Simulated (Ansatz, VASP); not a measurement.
# One calculation of TaN, two programs

POSCAR

```
TaN
1.0
    0.0000000000      2.3345213817      2.3345213817
    2.3345213817      0.0000000000      2.3345213817
    2.3345213817      2.3345213817      0.0000000000
Ta N
1 1
Direct
    0.0000000000      0.0000000000      0.0000000000
    0.2500000000      0.2500000000      0.2500000000
```

Contents of INCAR.step1:

```
PREC = Accurate
ENCUT = 660
ISMEAR = 0
SIGMA = 0.05
LREAL = F
LASPH = T
NELM = 200
ISPIN = 2
MAGMOM = 0.05 0
LMAXMIX = 4
NBANDS = 19
GGA = PE
ALGO = Normal
EDIFF = 1E-5
LWAVE = T
LCHARG = F
GGA_COMPAT = F
```

The input INCAR.step2:

```
PREC = Accurate
ENCUT = 660
EDIFF = 1E-6
ISMEAR = 0
SIGMA = 0.05
LREAL = F
LASPH = T
NELM = 200
ALGO = Normal
ISIF = 2
LWAVE = F
LCHARG = F
ISPIN = 2
MAGMOM = 0.05 0
LORBIT = 11
LMAXMIX = 4
METAGGA = R2SCAN
LMIXTAU = T
NBANDS = 19
ISTART = 1
GGA_COMPAT = F
```

The input KPOINTS:

```
Automatic mesh
0
Gamma
  12 12 12
```

Input for Ansatz:

```yaml
crystal:
  lattice:
    - [0.0, 2.3345213817, 2.3345213817]
    - [2.3345213817, 0.0, 2.3345213817]
    - [2.3345213817, 2.3345213817, 0.0]
  atoms:
    - { symbol: Ta, position: [0.0, 0.0, 0.0], spin: 0.05 }
    - { symbol: "N", position: [0.25, 0.25, 0.25] }
basis:
  ecutwfc: 500
  ecutrho_ratio: 4
kpoints:
  mp_grid: { grid: [12, 12, 12] }
hamiltonian:
  xc: r2scan
scf:
  occupations: { method: gaussian, width: 0.05 }
output:
  forces: true
  stress: true
  eigenvalues: true
  populations: true
magnetization:
  spin_polarized: true
```

Alike in both runs: task single point; functional r2SCAN; k mesh 12 × 12 × 12; occupations gaussian, width 0.05 eV; collinear spin.

|  | VASP | Ansatz |
| --- | --- | --- |
| version | VASP 6.6.1 | Ansatz 0.2.0 |
| potentials or method | VASP PAW PBE potentials, release 64 (Ta_pv, N), cutoff 660 eV | scalar-relativistic, plane waves, PAW |
| valence electrons in the cell | 16 | 18 |

```tsv
	VASP	Ansatz	Ansatz less VASP
gap on the k mesh at the Fermi level (eV)	none	none	-
pressure (GPa)	13.2	11.7	-1.43
net moment per atom (μB)	0.00	0.00	0.000
```

VASP's potentials were made for PBE, not for r2SCAN. A gap of «none» marks a metal or a gap that the smearing closes. With one functional, cell and mesh, what is left measures potentials, basis and numerics. VASP's potentials hold 16 valence electrons a cell and Ansatz's 18, so a difference there can come from the potentials and not from the codes. Ansatz's warnings: seeded moment not kept, stability check not made.

Neither program's run includes spin-orbit coupling.
